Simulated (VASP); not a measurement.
# TlCl: single point with LDA

The system is TlCl.

```
Tl Cl
1.0
     3.69683    0.00000    0.00000
     0.00000    3.69683    0.00000
     0.00000    0.00000    3.69683
Tl Cl
1 1
Direct
  0.00000 0.00000 0.00000
  0.50000 0.50000 0.50000
```

| Item | Value |
| --- | --- |
| Program | VASP 6.6.1 |
| Task | single point |
| Functional | LDA |
| Potentials or basis | VASP PAW LDA potentials, release 64 (Tl_d, Cl) |
| Cutoff | 500 eV |
| k mesh | 6 × 6 × 6 |
| Occupations | gaussian, width 0.05 eV |
| Spin | no spin polarisation |

```
Pressure               : -0.1 GPa
Band gap on the k mesh : 1.55 eV
```

Levels at points of the mesh, in eV from the valence-band top:
```tsv
k point	band 7	band 8	band 9	band 10	band 11	band 12	band 13	band 14
(0.00, 0.00, 0.00)	-4.98	-2.10	-2.10	-2.10	7.30	7.30	8.04	8.04
(0.50, 0.00, 0.00)	-6.32	-1.52	-1.52	0.00	1.55	6.33	6.33	8.09
(0.50, 0.50, 0.00)	-3.90	-3.90	-3.72	-1.50	4.80	4.80	8.13	8.73
(0.50, 0.50, 0.50)	-2.62	-2.62	-2.62	-2.17	1.83	1.83	1.83	13.19
```

Wall time 9.1 s on 1 thread of AMD EPYC 9R45 (Zen 5), on a shared host, peak memory 0.11 GiB.

Caveat: spin-orbit coupling is left out, which moves the levels of the heavy elements. A k mesh can miss the band edges.
